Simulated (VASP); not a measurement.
# MgBe2S3 (Cmmm) in VASP: a series of runs

The runs below take MgBe2S3 through single point, relaxation of cell and atoms, with PBE.

Everything below comes from runs of VASP 6.6.1. Logs are shortened: lines on timing, memory, paths and dates and some standing lists are left out, and cuts for length are marked.

### Step 1. The cell of the first run

Symmetry: Cmmm, No. 65, orthorhombic system. Conventional cell: a = 4.439 Å, b = 14.649 Å, c = 3.100 Å, α = 90.00°, β = 90.00°, γ = 90.00°. Within 3.4 Å of Mg (site symmetry mmm) lie 6 S at 2.60 to 2.71 Å and 2 Mg at 3.10 Å. Be (site symmetry 2/m) has 4 S at 2.18 Å and 2 Be at 2.22 Å within 2.9 Å. Within 2.9 Å of S (site symmetry m2m) lie 4 Be at 2.18 Å and 1 Mg at 2.60 Å. Within 3.6 Å of S (site symmetry mmm) lie 4 Mg at 2.71 Å and 2 S at 3.10 Å.

### Step 2. Single point, PBE

INCAR

```
SYSTEM = MgBe2S3
ALGO = Normal
EDIFF = 1E-6
ENCUT = 520
GGA = PE
ISIF = 2
ISMEAR = 0
LASPH = .True.
LCHARG = .False.
LREAL = .False.
LWAVE = .False.
NBANDS = 21
NELM = 80
PREC = Accurate
SIGMA = 0.1
```

KPOINTS

```
k-points
0
Gamma
  4 4 4
  0 0 0
```

POSCAR

```
MgBe2S3
1.0
    2.2193914351     -7.3242847580      0.0000000000
    2.2193914351      7.3242847580      0.0000000000
    0.0000000000      0.0000000000      3.0996863112
Mg Be S
1 2 3
Direct
    0.0000000000      0.0000000000      0.0000000000
    0.5000000000      0.0000000000      0.5000000000
    0.0000000000      0.5000000000      0.5000000000
    0.8226741488      0.1773258512      0.0000000000
    0.1773258512      0.8226741488      0.0000000000
    0.5000000000      0.5000000000      0.5000000000
```

Potentials or basis: VASP PAW PBE potentials, release 64 (Mg, Be, S).

Launch:

```console
cat potpaw_PBE.64/Mg/POTCAR potpaw_PBE.64/Be/POTCAR potpaw_PBE.64/S/POTCAR > POTCAR
mpirun -np 1 vasp_std > vasp.out
```

OUTCAR:

```text
SYSTEM = MgBe2S3
   EDIFF = 1E-6
   ENCUT = 520
   GGA = PE
   ISIF = 2
   ISMEAR = 0
   LASPH = .True.
   LREAL = .False.
   NELM = 80
   PREC = Accurate

 ion  position               nearest neighbor table
   1  0.000  0.000  0.000-   4 2.60   5 2.60   6 2.71   6 2.71   6 2.71   6 2.71
   2  0.500  0.000  0.500-   4 2.18   5 2.18   4 2.18   5 2.18   3 2.22   3 2.22
   3  0.000  0.500  0.500-   4 2.18   5 2.18   4 2.18   5 2.18   2 2.22   2 2.22
   4  0.823  0.177  0.000-   2 2.18   3 2.18   2 2.18   3 2.18   1 2.60
   5  0.177  0.823  0.000-   2 2.18   3 2.18   2 2.18   3 2.18   1 2.60
   6  0.500  0.500  0.500-   1 2.71   1 2.71   1 2.71   1 2.71

  LATTYP: Found a base centered orthorhombic cell.
 ALAT       =     4.4387828702
 B/A-ratio  =     3.3001320282
 C/A-ratio  =     0.6983189766

  Lattice vectors:

 A1 = (   2.2193914351,  -7.3242847580,   0.0000000000)
 A2 = (   2.2193914351,   7.3242847580,   0.0000000000)
 A3 = (   0.0000000000,   0.0000000000,   3.0996863112)

Analysis of symmetry for initial positions (statically):
=====================================================================
 Subroutine PRICEL returns:
 Original cell was already a primitive cell.

 Routine SETGRP: Setting up the symmetry group for a
 base centered orthorhombic supercell.

 Subroutine GETGRP returns: Found  8 space group operations
 (whereof  8 operations were pure point group operations)
 out of a pool of  8 trial point group operations.

The static configuration has the point symmetry D_2h.

Analysis of symmetry for dynamics (positions and initial velocities):
=====================================================================
 Subroutine PRICEL returns:
 Original cell was already a primitive cell.

 Routine SETGRP: Setting up the symmetry group for a
 base centered orthorhombic supercell.

 Subroutine GETGRP returns: Found  8 space group operations
 (whereof  8 operations were pure point group operations)
 out of a pool of  8 trial point group operations.

The dynamic configuration has the point symmetry D_2h.

 Subroutine INISYM returns: Found  8 space group operations
 (whereof  8 operations are pure point group operations),
 and found     1 'primitive' translations

----------------------------------------------------------------------------------------

                                     Primitive cell

  volume of cell :     100.7736

[... 95 lines left out ...]
   NSW    =      0    number of steps for IOM
   IBRION =     -1    ionic relax: 0-MD 1-quasi-New 2-CG
   NFREE  =      0    steps in history (QN), initial steepest desc. (CG)
   ISIF   =      2    stress and relaxation
   ISYM   =      2    0-nonsym 1-usesym 2-fastsym
   POTIM  = 0.5000    time-step for ionic-motion
   TEBEG  =    0.0;   TEEND  =   0.0 temperature during run
   PSTRESS=    0.0 pullay stress
   NELECT =      24.0000    total number of electrons
   NUPDOWN=      -1.0000    fix difference up-down
   EMIN   =  10.00;   EMAX   =-10.00  energy-range for DOS
   EFERMI =   0.00;   METHOD = LEGACY
   ISMEAR =     0;   SIGMA  =   0.10  broadening in eV -4-tet -1-fermi 0-gaus
   EFERMI_NEDOS =   21; number of points for ismear=-14 and -15
   IALGO  =     38    algorithm
   IMIX   =      4    mixing-type and parameters
     AMIX     =   0.40;   BMIX     =  1.00
     AMIX_MAG =   1.60;   BMIX_MAG =  1.00
  volume/ion in A,a.u.               =      16.80       113.34
  Fermi-wavevector in a.u.,A,eV,Ry     =   1.014759  1.917617 14.010409  1.029736
  Thomas-Fermi vector in A             =   2.148005
   LORBIT       =      0    0 simple, 1 ext, 2 COOP (PROOUT), +10 PAW based schemes
   GGA     = PE    functional components
   LHFCALC =     F    Hartree Fock is set to
   AEXX    =    0.0000 exact exchange contribution
   IVDW    =     0    specifies the selected vdW correction
   LEPSILON=     F    determine dielectric tensor
   LRPA    =     F    only Hartree local field effects (RPA)
 non-spin polarized calculation
 Gauss-broadening in eV      SIGMA  =   0.10
  energy-cutoff  :      520.00
  volume of cell :      100.77
 maximum number of plane-waves:      2728
 NGX is ok and might be reduce to    60
   NGX = 29   NGY = 29   NGZ = 11

 number of electron      23.9999999 magnetization

 Free energy of the ion-electron system (eV)
  ---------------------------------------------------
  ext. energy  EPLUGINS =         0.00000000
  ---------------------------------------------------
  free energy    TOTEN  =       -23.97188718 eV

  energy without entropy =      -23.96441338  energy(sigma->0) =      -23.96815028

 E-fermi :   4.7720     XC(G=0):  -9.3625

 val. band max:        4.7634136249   @ k =  -0.2500   0.2500   0.5000
 cond. band min:       4.8719026251   @ k =   0.2500   0.0000   0.5000
 fundamental gap:      0.1084890003
 Fermi energy:         4.7720277452

 k-point     1 :       0.0000    0.0000    0.0000
  band No.  band energies     occupation
      1     -10.4477      2.00000
      2      -8.9853      2.00000
      3      -8.2361      2.00000
      4      -0.9448      2.00000
      5      -0.6843      2.00000
      6      -0.5465      2.00000
[... 493 lines left out ...]
     20       9.6495      0.00000
     21      12.7618      0.00000

------------------------ aborting loop because EDIFF is reached ----------------------------------------

  FORCE on cell =-STRESS in cart. coord.  units (eV):
  Direction    XX          YY          ZZ          XY          YZ          ZX
  --------------------------------------------------------------------------------------
  -------------------------------------------------------------------------------------
  Total       -0.2316679     -0.0447646     -0.0651289      0.0000000      0.0000000      0.0000000
  in kB       -3.6832369     -0.7117030     -1.0354703      0.0000000      0.0000000      0.0000000
  external PRESSURE =      -1.8101368 kB  Pullay stress =       0.0000000 kB

 VOLUME and BASIS-vectors are now :
 -----------------------------------------------------------------------------
  energy-cutoff  :      520.00
  volume of cell :      100.77
      direct lattice vectors                 reciprocal lattice vectors
     2.219391435 -7.324284758  0.000000000     0.225286983 -0.068266051  0.000000000
     2.219391435  7.324284758  0.000000000     0.225286983  0.068266051  0.000000000
     0.000000000  0.000000000  3.099686311     0.000000000  0.000000000  0.322613290

 POSITION                                       TOTAL-FORCE (eV/Angst)
 -----------------------------------------------------------------------------------
      0.00000      0.00000      0.00000         0.000000     -0.000000     -0.000000
      1.10970     -3.66214      1.54984        -0.000000     -0.000000     -0.000000
      1.10970      3.66214      1.54984         0.000000     -0.000000     -0.000000
      2.21939     -4.72671      0.00000         0.000000     -0.017528     -0.000000
      2.21939      4.72671      0.00000         0.000000      0.017528      0.000000
      2.21939      0.00000      1.54984         0.000000     -0.000000     -0.000000
 -----------------------------------------------------------------------------------
    total drift:                               -0.000000     -0.000000     -0.000000

  FREE ENERGIE OF THE ION-ELECTRON SYSTEM (eV)
  ---------------------------------------------------
  free  energy   TOTEN  =       -23.9718871801 eV

  energy  without entropy=      -23.9644133824  energy(sigma->0) =      -23.96815028
```

OSZICAR:

```text
N       E                     dE             d eps       ncg     rms          rms(c)
DAV:   1     0.975649759007E+02    0.97565E+02   -0.10082E+04   882   0.963E+02
DAV:   2    -0.163095853910E+02   -0.11387E+03   -0.10980E+03  1180   0.170E+02
DAV:   3    -0.246819069931E+02   -0.83723E+01   -0.83141E+01  1175   0.503E+01
DAV:   4    -0.247996026038E+02   -0.11770E+00   -0.11758E+00  1194   0.688E+00
DAV:   5    -0.248016058108E+02   -0.20032E-02   -0.20030E-02  1207   0.916E-01    0.109E+01
DAV:   6    -0.241042407856E+02    0.69737E+00   -0.98796E-01  1073   0.412E+00    0.676E+00
DAV:   7    -0.239776835102E+02    0.12656E+00   -0.66870E-01  1140   0.373E+00    0.213E+00
DAV:   8    -0.239744646337E+02    0.32189E-02   -0.71566E-02  1059   0.144E+00    0.790E-01
DAV:   9    -0.239720280273E+02    0.24366E-02   -0.11750E-02  1178   0.487E-01    0.301E-01
DAV:  10    -0.239718485950E+02    0.17943E-03   -0.12035E-03  1143   0.175E-01    0.115E-01
DAV:  11    -0.239718763159E+02   -0.27721E-04   -0.33874E-04  1058   0.871E-02    0.348E-02
DAV:  12    -0.239718860403E+02   -0.97244E-05   -0.30855E-05  1127   0.297E-02    0.118E-02
DAV:  13    -0.239718875495E+02   -0.15092E-05   -0.47299E-06  1118   0.111E-02    0.555E-03
DAV:  14    -0.239718871801E+02    0.36942E-06   -0.91531E-07   671   0.430E-03
   1 F= -.23971887E+02 E0= -.23968150E+02  d E =-.747380E-02
```

stdout:

```text
POSCAR found type information on POSCAR MgBeS
 POSCAR found :  3 types and       6 ions
 scaLAPACK will be used
 LDA part: xc-table for (Slater+PW92), standard interpolation
 POSCAR, INCAR and KPOINTS ok, starting setup
 FFT: planning ... GRIDC
 FFT: planning ... GRID_SOFT
 FFT: planning ... GRID
 WAVECAR not read
 entering main loop
```

It took 24 s on 1 thread of Intel Xeon 6975P-C (Granite Rapids), shared host; peak memory 0.29 GiB.

Results:

| Quantity | Value |
| --- | --- |
| Free energy | -23.9719 eV |
| Pressure | -0.2 GPa |
| Largest force | 0.018 eV/Å |
| Band gap on the k mesh | zero (band 12 reaches 4.91 eV, above the bottom of band 13 at 4.28 eV) |

Forces in eV/Å, atoms in the order of the input:
```
Mg   0.000  0.000  0.000
Be   0.000  0.000  0.000
Be   0.000  0.000  0.000
S    0.000 -0.018  0.000
S    0.000  0.018  0.000
S    0.000  0.000  0.000
```

Levels at points of the mesh, in eV from the Fermi level:
```
           k point  band 8  band 9  band 10  band 11  band 12  band 13  band 14  band 15  band 16  band 17
(0.00, 0.00, 0.00)   -2.99   -2.56    -1.84    -0.87     0.10     0.20     0.65     2.50     4.56     4.73
(0.50, 0.00, 0.00)   -3.05   -2.02    -2.02    -1.69     0.14     2.43     2.70     4.65     4.76     5.02
(0.50, 0.50, 0.00)   -3.11   -2.98    -2.39    -0.92    -0.92     0.15     2.32     2.93     4.65     5.30
(0.00, 0.00, 0.50)   -3.87   -2.67    -2.54    -1.97    -1.54     0.43     1.17     2.51     3.88     4.26
(0.50, 0.00, 0.50)   -4.55   -3.82    -2.02    -1.76    -1.61    -0.39     0.34     2.59     3.93     4.81
(0.50, 0.50, 0.50)   -4.60   -2.54    -2.29    -1.55    -1.50    -0.44     2.20     2.54     2.65     3.66
```

Caveat: the k points lie up to 0.51 Å⁻¹ apart.

### Step 3. Single point, PBE

This run uses another cell than the first one, of 17.07 Å³/atom, 1.017 times its volume.

INCAR

```
SYSTEM = MgBe2S3
  PREC = Accurate
  ENCUT = 520
  EDIFF = 1E-6
  ISMEAR = 0
  SIGMA = 0.1
  LREAL = .FALSE.
  LASPH = .TRUE.
  NELM = 80
  ALGO = Normal
  ISIF = 2
  LWAVE = .FALSE.
  LCHARG = .FALSE.
  GGA = PE
  NBANDS = 21
```

KPOINTS

```
regular mesh
0
G
  4 4 4
  0 0 0
```

POSCAR

```
MgBe2S3
1.0
    2.6987739400     -4.5323429500      0.0000000000
    2.6987739400      4.5323429500      0.0000000000
    0.0000000000      0.0000000000      4.1876032100
Mg Be S
1 2 3
Direct
    0.0000000000      0.0000000000      0.0000000000
    0.5000000000      0.0000000000      0.5000000000
    0.0000000000      0.5000000000      0.5000000000
    0.6610916900      0.3389083100      0.0000000000
    0.3389083100      0.6610916900      0.0000000000
    0.5000000000      0.5000000000      0.5000000000
```

Potentials or basis: VASP PAW PBE potentials, release 64 (Mg, Be, S).

Launch:

```console
cat potpaw_PBE.64/Mg/POTCAR potpaw_PBE.64/Be/POTCAR potpaw_PBE.64/S/POTCAR > POTCAR
mpirun -np 1 vasp_std > vasp.out
```

It took 16 s on 1 thread of Intel Xeon 6975P-C (Granite Rapids), shared host; peak memory 0.23 GiB.

Results (log left out):

```
Free energy            : -18.4360 eV
Pressure               : -5.8 GPa
Largest force          : 1.614 eV/Å
Band gap on the k mesh : zero (band 12 reaches 6.04 eV, above the bottom of band 13 at 4.81 eV)
```

Forces in eV/Å, atoms in the order of the input:
```
Mg   0.000  0.000  0.000
Be   0.000  0.000  0.000
Be   0.000  0.000  0.000
S    0.000 -1.614  0.000
S    0.000  1.614  0.000
S    0.000  0.000  0.000
```

Stress tensor (GPa, compression positive):
```
-11.39   0.00   0.00
  0.00  -2.02   0.00
  0.00   0.00  -4.04
```

Levels at points of the mesh, in eV from the Fermi level:
```csv
k point,band 8,band 9,band 10,band 11,band 12,band 13,band 14,band 15,band 16,band 17
"(0.00, 0.00, 0.00)",-4.21,-2.95,-2.63,-1.73,-0.62,-0.46,0.81,1.94,2.73,3.45
"(0.50, 0.00, 0.00)",-3.91,-2.56,-2.29,-1.42,-0.18,0.38,1.10,1.49,2.49,2.52
"(0.50, 0.50, 0.00)",-4.19,-2.99,-2.06,-1.82,-1.35,1.05,1.58,2.09,2.61,3.69
"(0.00, 0.00, 0.50)",-3.94,-2.82,-2.28,-0.98,-0.35,-0.19,0.17,1.39,2.73,3.65
"(0.50, 0.00, 0.50)",-4.46,-2.65,-1.21,-0.31,0.29,0.99,1.48,2.29,3.22,3.65
"(0.50, 0.50, 0.50)",-3.50,-2.26,-1.21,-0.73,-0.29,-0.21,2.09,2.38,2.40,2.46
```

Caveat: the k points lie up to 0.38 Å⁻¹ apart; forces of over 1 eV/Å act on the atoms, so gaps and moduli don't describe the material at rest.

### Step 4. Single point, PBE

This run uses another cell than the first one, of 16.83 Å³/atom, 1.002 times its volume.

INCAR

```
SYSTEM = MgBe2S3
PREC     = Accurate       ! precision mode
ENCUT    = 520            ! plane-wave cutoff, eV
EDIFF    = 1E-6           ! SCF threshold, eV
ISMEAR   = 0              ! smearing method
SIGMA    = 0.1            ! smearing width, eV
LREAL    = .False.        ! projectors in reciprocal space
LASPH    = .True.         ! aspherical terms in the spheres
NELM     = 80             ! most SCF steps
ALGO     = Normal         ! electronic algorithm
ISIF     = 2              ! what is computed and relaxed
LWAVE    = .False.        ! write WAVECAR
LCHARG   = .True.         ! write CHGCAR
GGA      = PE             ! functional
LELF     = .True.         ! ELF
LVHAR    = .True.       
NBANDS   = 21             ! bands
```

KPOINTS

```
regular mesh
0
Gamma
  4 4 6
  0 0 0
```

POSCAR

```
MgBe2S3
1.0
    2.2081855569     -7.3212253423      0.0000000000
    2.2081855569      7.3212253423      0.0000000000
    0.0000000000      0.0000000000      3.1233188446
Mg Be S
1 2 3
Direct
    0.0000000000      0.0000000000      0.0000000000
    0.5000000000      0.0000000000      0.5000000000
    0.0000000000      0.5000000000      0.5000000000
    0.8223034212      0.1776965788      0.0000000000
    0.1776965788      0.8223034212      0.0000000000
    0.5000000000      0.5000000000      0.5000000000
```

Launch:

```console
cat potpaw_PBE.64/Mg/POTCAR potpaw_PBE.64/Be/POTCAR potpaw_PBE.64/S/POTCAR > POTCAR
mpirun -np 1 vasp_std > vasp.out
```

It took 36 s on 1 thread of Intel Xeon 6975P-C (Granite Rapids), shared host; peak memory 0.3 GiB.

It converged, with:

| Property | Result |
| --- | --- |
| Free energy | -23.9792 eV |
| Pressure | -0.1 GPa |
| Largest force | 0.044 eV/Å |
| Band gap on the k mesh | zero (band 12 reaches 5.16 eV, above the bottom of band 13 at 4.14 eV) |

Forces in eV/Å, atoms in the order of the input:
```
Mg   0.000  0.000  0.000
Be   0.000  0.000  0.000
Be   0.000  0.000  0.000
S    0.000 -0.044  0.000
S    0.000  0.044  0.000
S    0.000  0.000  0.000
```

Stress tensor (GPa, compression positive):
```
-0.29  0.00  0.00
 0.00  0.14  0.00
 0.00  0.00 -0.04
```

Levels at points of the mesh, in eV from the Fermi level:
| k point | band 10 | band 11 | band 12 | band 13 | band 14 | band 15 |
| --- | --- | --- | --- | --- | --- | --- |
| (0.00, 0.00, 0.00) | -1.48 | -0.91 | 0.31 | 0.54 | 0.98 | 2.52 |
| (0.50, 0.00, 0.00) | -2.10 | -1.37 | 0.59 | 2.45 | 2.75 | 4.65 |
| (0.50, 0.50, 0.00) | -2.03 | -0.95 | -0.70 | 0.58 | 2.54 | 2.89 |
| (0.00, 0.00, 0.50) | -2.09 | -1.73 | -1.44 | 0.55 | 1.43 | 2.58 |
| (0.50, 0.00, 0.50) | -1.89 | -1.48 | -1.46 | -0.36 | 0.47 | 2.89 |
| (0.50, 0.50, 0.50) | -2.09 | -1.40 | -1.19 | -0.42 | 2.54 | 2.67 |

Caveat: the k points lie up to 0.37 Å⁻¹ apart.

(Continued in part 2 of 2.)
